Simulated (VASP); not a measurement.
# MoS2 (P6_3/mmc) in VASP: further runs

The runs below take MoS2 through relaxation of cell and atoms, single point, with PBE.

Program: VASP 6.6.1. These are calculated values, not measurements. Logs are shortened: lines on timing, memory, paths and dates and some standing lists are left out, and cuts for length are marked.

## (1) The cell of the first run

It takes space group P6_3/mmc (No. 194, hexagonal). The conventional cell has a = 3.192 Å, b = 3.192 Å, c = 13.378 Å, α = 90.00°, β = 90.00°, γ = 120.00°. Mo (site symmetry -6m2) has 6 S at 2.42 Å and 6 Mo at 3.19 Å within 3.2 Å. Within 3.2 Å of S (site symmetry 3m) lie 3 Mo at 2.42 Å and 7 S at 3.13 to 3.19 Å.

## (2) Relaxation of cell and atoms, PBE

INCAR reads:

```
SYSTEM = MoS2
PREC = Accurate
ENCUT = 600
EDIFF = 1E-6
ISMEAR = 0
SIGMA = 0.02
LREAL = .FALSE.
LASPH = .TRUE.
NELM = 100
ALGO = Normal
ISIF = 3
LWAVE = .FALSE.
LCHARG = .FALSE.
GGA = PE
IBRION = 2
NSW = 100
EDIFFG = -0.005
```

KPOINTS reads:

```
regular mesh
0
G
  12 12 2
  0 0 0
```

POSCAR reads:

```
MoS2
1.0
    3.1922379100      0.0000000000      0.0000000000
   -1.5961189600      2.7645591300      0.0000000000
    0.0000000000      0.0000000000     13.3782940000
Mo S
2 4
Direct
    0.6666666700      0.3333333300      0.2500000000
    0.3333333300      0.6666666700      0.7500000000
    0.6666666700      0.3333333300      0.6330820000
    0.3333333300      0.6666666700      0.3669180000
    0.6666666700      0.3333333300      0.8669180000
    0.3333333300      0.6666666700      0.1330820000
```

Potentials or basis: VASP PAW PBE potentials, release 64 (Mo_sv, S).

Command:

```sh
$ cat potpaw_PBE.64/Mo_sv/POTCAR potpaw_PBE.64/S/POTCAR > POTCAR
$ mpirun -np 1 vasp_std > vasp.out
```

OUTCAR:

```text
SYSTEM = MoS2
   PREC = Accurate
   ENCUT = 600
   EDIFF = 1E-6
   ISMEAR = 0
   LREAL = .FALSE.
   LASPH = .TRUE.
   NELM = 100
   ISIF = 3
   GGA = PE
   IBRION = 2
   NSW = 100
   EDIFFG = -0.005

 ion  position               nearest neighbor table
   1  0.667  0.333  0.250-   4 2.42   6 2.42   4 2.42   6 2.42   4 2.42   6 2.42
   2  0.333  0.667  0.750-   3 2.42   5 2.42   3 2.42   5 2.42   3 2.42   5 2.42
   3  0.667  0.333  0.633-   2 2.42   2 2.42   2 2.42
   4  0.333  0.667  0.367-   1 2.42   1 2.42   1 2.42
   5  0.667  0.333  0.867-   2 2.42   2 2.42   2 2.42
   6  0.333  0.667  0.133-   1 2.42   1 2.42   1 2.42

  LATTYP: Found a hexagonal cell.
 ALAT       =     3.1922379100
 C/A-ratio  =     4.1908825022

  Lattice vectors:

 A1 = (   3.1922379100,   0.0000000000,   0.0000000000)
 A2 = (  -1.5961189600,   2.7645591300,   0.0000000000)
 A3 = (   0.0000000000,   0.0000000000,  13.3782940000)

Analysis of symmetry for initial positions (statically):
=====================================================================
 Subroutine PRICEL returns:
 Original cell was already a primitive cell.

 Routine SETGRP: Setting up the symmetry group for a
 hexagonal supercell.

 Subroutine GETGRP returns: Found 24 space group operations
 (whereof 12 operations were pure point group operations)
 out of a pool of 24 trial point group operations.

The static configuration has the point symmetry D_3d.
 The point group associated with its full space group is D_6h.

Analysis of symmetry for dynamics (positions and initial velocities):
=====================================================================
 Subroutine PRICEL returns:
 Original cell was already a primitive cell.

 Routine SETGRP: Setting up the symmetry group for a
 hexagonal supercell.

 Subroutine GETGRP returns: Found 24 space group operations
 (whereof 12 operations were pure point group operations)
 out of a pool of 24 trial point group operations.

The dynamic configuration has the point symmetry D_3d.
 The point group associated with its full space group is D_6h.

 Subroutine INISYM returns: Found 24 space group operations
 (whereof 12 operations are pure point group operations),
 and found     1 'primitive' translations

----------------------------------------------------------------------------------------

                                     Primitive cell

  volume of cell :     118.0652

  direct lattice vectors                    reciprocal lattice vectors
     3.192237910  0.000000000  0.000000000     0.313259860  0.180860665  0.000000000
    -1.596118960  2.764559130  0.000000000     0.000000000  0.361721328  0.000000000
     0.000000000  0.000000000 13.378294000     0.000000000  0.000000000  0.074747946

  length of vectors
     3.192237910  3.192237917 13.378294000     0.361721329  0.361721328  0.074747946

  position of ions in fractional coordinates (direct lattice)
     0.666666670  0.333333330  0.250000000
     0.333333330  0.666666670  0.750000000
     0.666666670  0.333333330  0.633082000
     0.333333330  0.666666670  0.366918000
     0.666666670  0.333333330  0.866918000
     0.333333330  0.666666670  0.133082000

  ion indices of the primitive-cell ions
   primitive index   ion index
                 1           1
                 2           2
                 3           3
                 4           4
                 5           5
                 6           6

----------------------------------------------------------------------------------------

 KPOINTS: regular mesh

Automatic generation of k-mesh.
 Grid dimensions read from file:
 generate k-points for:   12   12    2

 Generating k-lattice:

  Cartesian coordinates                     Fractional coordinates (reciprocal lattice)
     0.026104988  0.015071722  0.000000000     0.083333333  0.000000000  0.000000000
     0.000000000  0.030143444  0.000000000     0.000000000  0.083333333  0.000000000
     0.000000000  0.000000000  0.037373973     0.000000000  0.000000000  0.500000000

  Length of vectors
     0.030143444  0.030143444  0.037373973

  Shift w.r.t. Gamma in fractional coordinates (k-lattice)
     0.000000000  0.000000000  0.000000000

 Subroutine IBZKPT returns following result:
 ===========================================

 Found     38 irreducible k-points:

 Following reciprocal coordinates:
            Coordinates               Weight
  0.000000  0.000000  0.000000      1.000000
  0.083333  0.000000  0.000000      6.000000
  0.166667  0.000000  0.000000      6.000000
  0.250000  0.000000  0.000000      6.000000
  0.333333  0.000000  0.000000      6.000000
  0.416667 -0.000000  0.000000      6.000000
[... 16 lines left out ...]
  0.250000  0.000000  0.500000      6.000000
  0.333333  0.000000  0.500000      6.000000
 [... further k-points ...]
   k-points           NKPTS =     38   k-points in BZ     NKDIM =     38   number of bands    NBANDS=     31
   number of dos      NEDOS =    301   number of ions     NIONS =      6
   total plane-waves  NPLWV =  84672
   dimension x,y,z NGX =    28 NGY =   28 NGZ =  108
   dimension x,y,z NGXF=    56 NGYF=   56 NGZF=  216
   ions per type =               2   4
   NGX,Y,Z   is equivalent  to a cutoff of  14.58, 14.58, 13.42 a.u.
   NGXF,Y,Z  is equivalent  to a cutoff of  29.16, 29.16, 26.84 a.u.
 SYSTEM =  MoS2
   PREC   = accura    normal or accurate (medium, high low for compatibility)
   ISTART =      0    job   : 0-new  1-cont  2-samecut
   ICHARG =      2    charge: 1-file 2-atom 10-const
   ISPIN  =      1    spin polarized calculation?
   LNONCOLLINEAR =      F non collinear calculations
   LSORBIT =      F    spin-orbit coupling
   LASPH  =      T    aspherical Exc in radial PAW
   ENCUT  =  600.0 eV  44.10 Ry    6.64 a.u.   6.38  6.38 26.72*2*pi/ulx,y,z
   NELM   =    100;   NELMIN=  2; NELMDL= -5     # of ELM steps
   EDIFF  = 0.1E-05   stopping-criterion for ELM
   LREAL  =      F    real-space projection
   EDIFFG = -.5E-02   stopping-criterion for IOM
   NSW    =    100    number of steps for IOM
   IBRION =      2    ionic relax: 0-MD 1-quasi-New 2-CG
   NFREE  =      1    steps in history (QN), initial steepest desc. (CG)
   ISIF   =      3    stress and relaxation
   ISYM   =      2    0-nonsym 1-usesym 2-fastsym
   POTIM  = 0.5000    time-step for ionic-motion
   TEBEG  =    0.0;   TEEND  =   0.0 temperature during run
   PSTRESS=    0.0 pullay stress
   NELECT =      52.0000    total number of electrons
   NUPDOWN=      -1.0000    fix difference up-down
   EMIN   =  10.00;   EMAX   =-10.00  energy-range for DOS
   EFERMI =   0.00;   METHOD = LEGACY
   ISMEAR =     0;   SIGMA  =   0.02  broadening in eV -4-tet -1-fermi 0-gaus
   EFERMI_NEDOS =   21; number of points for ismear=-14 and -15
   IALGO  =     38    algorithm
   IMIX   =      4    mixing-type and parameters
     AMIX     =   0.40;   BMIX     =  1.00
     AMIX_MAG =   1.60;   BMIX_MAG =  1.00
  volume/ion in A,a.u.               =      19.68       132.79
  Fermi-wavevector in a.u.,A,eV,Ry     =   1.245571  2.353789 21.108736  1.551448
  Thomas-Fermi vector in A             =   2.379788
   LORBIT       =      0    0 simple, 1 ext, 2 COOP (PROOUT), +10 PAW based schemes
   GGA     = PE    functional components
   LHFCALC =     F    Hartree Fock is set to
   AEXX    =    0.0000 exact exchange contribution
   IVDW    =     0    specifies the selected vdW correction
   LEPSILON=     F    determine dielectric tensor
   LRPA    =     F    only Hartree local field effects (RPA)
 conjugate gradient relaxation of ions
 non-spin polarized calculation
 Gauss-broadening in eV      SIGMA  =   0.02
  energy-cutoff  :      600.00
  volume of cell :      118.07
 maximum number of plane-waves:      3981
 NGX is ok and might be reduce to    28
   NGX = 13   NGY = 13   NGZ = 53

--------------------------------------- Ionic step        1  -------------------------------------------

 number of electron      52.0000000 magnetization

 Free energy of the ion-electron system (eV)
  ---------------------------------------------------
  ext. energy  EPLUGINS =         0.00000000
  ---------------------------------------------------
  free energy    TOTEN  =       -43.70139879 eV

  energy without entropy =      -43.70139879  energy(sigma->0) =      -43.70139879

------------------------ aborting loop because EDIFF is reached ----------------------------------------

  FORCE on cell =-STRESS in cart. coord.  units (eV):
  Direction    XX          YY          ZZ          XY          YZ          ZX
  --------------------------------------------------------------------------------------
  -------------------------------------------------------------------------------------
  Total       -0.5631796     -0.5631796     -0.3144203      0.0000000     -0.0000000      0.0000000
  in kB       -7.6425030     -7.6425030     -4.2667701      0.0000000     -0.0000000      0.0000000
  external PRESSURE =      -6.5172587 kB  Pullay stress =       0.0000000 kB
[... 101 lines left out ...]
  FREE ENERGIE OF THE ION-ELECTRON SYSTEM (eV)
  ---------------------------------------------------
  free  energy   TOTEN  =       -43.7029270804 eV

  energy  without entropy=      -43.7029270804  energy(sigma->0) =      -43.70292708

 E-fermi :   6.0727     XC(G=0): -10.0813

 val. band max:        5.9343046373   @ k =   0.0000   0.0000   0.0000
 cond. band min:       7.2350841605   @ k =   0.3333   0.3333   0.0000
 fundamental gap:      1.3007795232
 Fermi energy:         6.0726620857

 k-point     1 :       0.0000    0.0000    0.0000
  band No.  band energies     occupation
      1     -55.3052      2.00000
      2     -55.3052      2.00000
      3     -29.4448      2.00000
      4     -29.4448      2.00000
      5     -29.2403      2.00000
      6     -29.2403      2.00000
[... 805 lines left out ...]
     30       7.8894      0.00000
     31       9.0174      0.00000

 [... further k-points ...]

[... ionic steps 4 to 17 ...]

--------------------------------------- Ionic step       18  -------------------------------------------

 number of electron      52.0000000 magnetization

------------------------ aborting loop because EDIFF is reached ----------------------------------------
[... 75 lines left out ...]
--------------------------------------- Ionic step       20  -------------------------------------------

 number of electron      51.9999999 magnetization

 Free energy of the ion-electron system (eV)
  ---------------------------------------------------
  ext. energy  EPLUGINS =         0.00000000
  ---------------------------------------------------
  free energy    TOTEN  =       -43.71287501 eV

  energy without entropy =      -43.71287501  energy(sigma->0) =      -43.71287501

 E-fermi :   5.4901     XC(G=0):  -9.7198

 val. band max:        5.2761498536   @ k =   0.0000   0.0000   0.0000
 cond. band min:       6.6659715953   @ k =   0.3333   0.3333   0.0000
 fundamental gap:      1.3898217417
 Fermi energy:         5.4901276655

 k-point     1 :       0.0000    0.0000    0.0000
  band No.  band energies     occupation
      1     -55.8655      2.00000
      2     -55.8655      2.00000
      3     -30.0040      2.00000
      4     -30.0040      2.00000
      5     -29.8025      2.00000
      6     -29.8025      2.00000
[... 805 lines left out ...]
     30       7.3340      0.00000
     31       8.4322      0.00000

 [... further k-points ...]

------------------------ aborting loop because EDIFF is reached ----------------------------------------

  FORCE on cell =-STRESS in cart. coord.  units (eV):
  Direction    XX          YY          ZZ          XY          YZ          ZX
  --------------------------------------------------------------------------------------
  -------------------------------------------------------------------------------------
  Total       -0.0182202     -0.0182202      0.0291725      0.0000000     -0.0000000      0.0000000
  in kB       -0.2333747     -0.2333747      0.3736573      0.0000000     -0.0000000      0.0000000
  external PRESSURE =      -0.0310307 kB  Pullay stress =       0.0000000 kB
[... 21 lines left out ...]
  FREE ENERGIE OF THE ION-ELECTRON SYSTEM (eV)
  ---------------------------------------------------
  free  energy   TOTEN  =       -43.7128750055 eV

  energy  without entropy=      -43.7128750055  energy(sigma->0) =      -43.71287501

 reached required accuracy - stopping structural energy minimisation
```

Run time: 34 min. Hardware: 1 thread of Intel Xeon Platinum 8259CL at 2.50GHz (Skylake/Cascade Lake), shared host; peak memory 0.37 GiB.

What came out:

```
Free energy                            : -43.7129 eV
Relaxed volume                         : 20.85 Å³/atom
Relaxed cell                           : a = 3.185 Å, b = 3.185 Å, c = 14.242 Å, α = 90.00°, β = 90.00°, γ = 120.00°
Space group after relaxing (to 0.05 Å) : P6_3/mmc (No. 194)
Energy gained by relaxing              : 1.9 meV/atom
Ionic steps                            : 20
Pressure after relaxing                : 0.0 GPa
Band gap on the k mesh                 : 1.39 eV, indirect (least direct gap 1.66 eV)
```

Step by step:
| step | energy change (eV) | largest force (eV/Å) | pressure (GPa) | volume (Å³) |
| --- | --- | --- | --- | --- |
| 1 | 0.0000 | 0.1049 | -0.65 | 118.07 |
| 2 | 0.0027 | 0.1509 | 1.32 | 116.70 |
| 3 | -0.0015 | 0.0099 | 0.08 | 117.55 |
| 4 | -0.0020 | 0.0314 | 0.09 | 117.58 |
| 5 | -0.0021 | 0.0514 | 0.10 | 117.61 |
| 6 | -0.0025 | 0.0500 | 0.11 | 117.75 |
| 7 | -0.0036 | 0.0448 | 0.10 | 118.16 |
| 8 | -0.0056 | 0.0328 | 0.10 | 118.99 |
| 9 | -0.0084 | 0.0050 | 0.13 | 120.66 |
| 10 | -0.0106 | 0.0702 | 0.31 | 123.99 |
| 11 | -0.0111 | 0.0343 | 0.11 | 124.39 |
| 12 | -0.0113 | 0.0074 | -0.12 | 124.87 |
| 13 | -0.0114 | 0.0098 | -0.11 | 124.91 |
| 14 | -0.0114 | 0.0163 | -0.06 | 125.01 |
| 15 | -0.0114 | 0.0182 | -0.05 | 125.05 |
| 16 | -0.0115 | 0.0037 | 0.04 | 125.02 |
| 17 | -0.0115 | 0.0044 | 0.03 | 125.02 |
| 18 | -0.0115 | 0.0025 | 0.03 | 125.04 |
| 19 | -0.0115 | 0.0025 | -0.01 | 125.12 |
| 20 | -0.0115 | 0.0001 | 0.00 | 125.09 |

Final structure:
```yaml
crystal:
  lattice:
    - [3.18464, 0.00000, 0.00000]
    - [-1.59232, 2.75798, 0.00000]
    - [0.00000, 0.00000, 14.24159]
  atoms:
    - { symbol: Mo, position: [0.66667, 0.33333, 0.25000] }
    - { symbol: Mo, position: [0.33333, 0.66667, 0.75000] }
    - { symbol: S, position: [0.66667, 0.33333, 0.64033] }
    - { symbol: S, position: [0.33333, 0.66667, 0.35967] }
    - { symbol: S, position: [0.66667, 0.33333, 0.85967] }
    - { symbol: S, position: [0.33333, 0.66667, 0.14033] }
```

Levels at points of the mesh, in eV from the valence-band top:
```csv
k point,band 22,band 23,band 24,band 25,band 26,band 27,band 28,band 29,band 30,band 31
"(0.00, 0.00, 0.00)",-1.77,-1.77,-1.62,-0.51,0.00,2.48,2.48,2.49,2.49,2.72
"(0.50, 0.00, 0.00)",-2.14,-1.26,-1.24,-0.91,-0.90,1.96,1.97,2.44,2.52,3.44
"(0.00, 0.00, 0.50)",-1.78,-1.78,-1.78,-0.20,-0.20,2.48,2.48,2.48,2.48,2.73
"(0.50, 0.00, 0.50)",-2.15,-1.25,-1.25,-0.90,-0.90,1.97,1.97,2.48,2.48,3.59
```

Caveat: this functional lacks dispersion, which binds the layers, so the pressure and a relaxed spacing across them are unreliable.

(Continued in part 2 of 2.)
